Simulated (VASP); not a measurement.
Bi2Te2O:

```xyz
5
Lattice="2.5681 1.4827 7.4300 -2.5681 1.4827 7.4300 0.0000 -2.9654 7.4300" Properties=species:S:1:pos:R:3 pbc="T T T"
Bi    0.0000    0.0000   21.9144
Bi    0.0000    0.0000    3.6228
Te    0.0000    0.0000   11.4823
Te    0.0000    0.0000   15.8264
O     0.0000    0.0000    7.8392
```

The cell was generated, and may not be a known phase.

```yaml
Program: VASP 6.6.1
Task: relaxation of cell and atoms
Functional: PBE
Potentials_or_basis: VASP PAW PBE potentials, release 64 (Bi_d, Te, O)
Cutoff: 600 eV
k_mesh: 3 × 3 × 3
Occupations: gaussian, width 0.15 eV
Spin: no spin polarisation
```

At the start: pressure -5.0 GPa; volume 33.95 Å³/atom.

Problem. Where does the relaxation end?

Solution. Over 28 steps the energy falls by 695.7 meV/atom and the volume is 27.60 Å³/atom (-18.7 %); space group R3m (No. 160, to 0.1 Å) before and after.

Step by step:
```
step  energy change (eV)  largest force (eV/Å)  pressure (GPa)  volume (Å³)
   1              0.0000                1.5058           -5.01       169.75
   2             -0.5303                1.5105            1.73       144.96
   3             -0.5358                1.4502            0.96       146.80
   4             -0.8135                1.5093            1.16       144.44
   5             -1.0939                1.8581            3.59       137.41
   6             -1.1358                1.2279            2.20       140.04
   7             -1.1497                1.1426            2.55       139.21
   8             -1.3630                1.1204            0.51       143.45
   9             -1.4632                1.2422           -1.41       148.37
  10             -1.7496                1.1502           -1.84       148.49
  11             -2.3321                1.2015           -2.72       147.57
  12             -2.0314                1.8046            1.63       140.69
  13             -2.3135                1.8887           -2.25       145.24
  14             -2.3622                1.7533           -2.85       146.53
  15             -2.7780                1.6833            0.80       135.43
  16             -2.8460                1.6319            3.84       129.30
  17             -3.1606                0.7744            2.08       131.07
  18             -3.3120                0.7475            0.85       133.14
  19             -3.3187                0.7866            0.68       133.61
  20             -3.3777                0.5152           -0.25       135.69
  21             -3.3988                0.3708           -1.16       138.12
  22             -3.4201                0.4216            0.40       135.19
  23             -3.4201                0.4103            0.36       135.31
  24             -3.4392                0.2943            0.37       135.36
  25             -3.4669                0.1885            0.60       135.47
  26             -3.4705                0.2536           -0.81       138.97
  27             -3.4726                0.2277           -0.29       137.63
  28             -3.4786                0.0750           -0.19       138.01
```

Final structure:
```yaml
crystal:
  lattice:
    - [2.10163, 1.21338, 9.01976]
    - [-2.10163, 1.21338, 9.01976]
    - [0.00000, -2.42676, 9.01976]
  atoms:
    - { symbol: Bi, position: [0.96938, 0.96938, 0.96938] }
    - { symbol: Bi, position: [0.14393, 0.14393, 0.14393] }
    - { symbol: Te, position: [0.55208, 0.55208, 0.55208] }
    - { symbol: Te, position: [0.74167, 0.74167, 0.74167] }
    - { symbol: O, position: [0.31546, 0.31546, 0.31546] }
```

Caveat: the k points lie up to 0.58 Å⁻¹ apart in the final cell; the volume moved by over 15 % at a fixed basis, so the end points are rough; the relaxation stopped at a loose force limit of 0.08 eV/Å, so its end isn't a converged minimum.
